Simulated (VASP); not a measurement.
A run of VASP 6.6.1 is set up as follows.

INCAR

```
SYSTEM = Re
PREC = Accurate ; ENCUT = 520
EDIFF = 1E-6 ; ISMEAR = 0
SIGMA = 0.1 ; LREAL = .FALSE.
LASPH = .TRUE. ; NELM = 100
ALGO = Normal ; ISIF = 2
LWAVE = .FALSE. ; LCHARG = .FALSE.
GGA = PE ; NBANDS = 22
```

KPOINTS

```
regular mesh
0
G
  6 6 4
  0 0 0
```

POSCAR

```
Re
1.0
    1.4777192238     -4.8572471264      0.0000000000
    1.4777192238      4.8572471264      0.0000000000
    0.0000000000      0.0000000000      4.4688836648
Re
4
Direct
    0.1399365125      0.8600634875      1.0000317119
    0.6399365125      0.3600634875      0.4999682881
    0.8600634875      0.1399365125     -0.0000317119
    0.3600634875      0.6399365125      0.5000317119
```

Potentials or basis: VASP PAW PBE potentials, release 64 (Re).

Command:

```sh
$ cat potpaw_PBE.64/Re/POTCAR > POTCAR
$ mpirun -np 1 vasp_std > vasp.out
```

(1) Predict the largest force.

(2) What does it give for the band gap on the k mesh?

(3) What does it give for the pressure?

Answers

(1) 0.050 eV/Å.

(2) zero (bands 14 and 15 overlap by 1.50 eV).

(3) -0.7 GPa.

Caveat: the k points lie up to 0.37 Å⁻¹ apart, too coarse for converged energies and pressures of a metal; spin-orbit coupling is left out, which moves the levels of the heavy elements.
